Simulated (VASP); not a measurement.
A run of VASP 6.6.1:

POSCAR

```
GaAs
1.0
    0.0000000000      2.8268500000      2.7137760000
    2.8268500000      0.0000000000      2.7137760000
    2.8268500000      2.8268500000      0.0000000000
Ga As
1 1
Direct
    0.0000000000      0.0000000000      0.0000000000
    0.7500000000      0.7500000000      0.7500000000
```

INCAR.step1

```
  PREC = Accurate
  ENCUT = 520
  ISMEAR = 0
  SIGMA = 0.05
  LREAL = F
  LASPH = T
  NELM = 80
  NBANDS = 16
  GGA = PE
  ALGO = Normal
  EDIFF = 1E-4
  LWAVE = T
  LCHARG = F
```

INCAR.step2

```
  PREC = Accurate
  ENCUT = 520
  EDIFF = 1E-6
  ISMEAR = 0
  SIGMA = 0.05
  LREAL = F
  LASPH = T
  NELM = 80
  ALGO = Normal
  ISIF = 2
  LWAVE = F
  LCHARG = F
  METAGGA = R2SCAN
  LMIXTAU = T
  NBANDS = 16
  ISTART = 1
```

File KPOINTS:

```
Automatic mesh
0
Gamma
  8 8 8
```

Potentials or basis: VASP PAW PBE potentials, release 64 (Ga_d, As).

Run with:

```bash
$ cat potpaw_PBE.64/Ga_d/POTCAR potpaw_PBE.64/As/POTCAR > POTCAR
$ cp INCAR.step1 INCAR
$ mpirun -np 1 vasp_std > vasp.out
$ cp INCAR.step2 INCAR
$ mpirun -np 1 vasp_std > vasp.out
```

Hardware: 1 thread of Intel Xeon 8259CL (shared host).

Problem. Estimate the wall time of this run.

Solution. Run time: 4 min on 1 thread of Intel Xeon 8259CL (shared host), peak memory 0.2 GiB. Counts: k points 59.
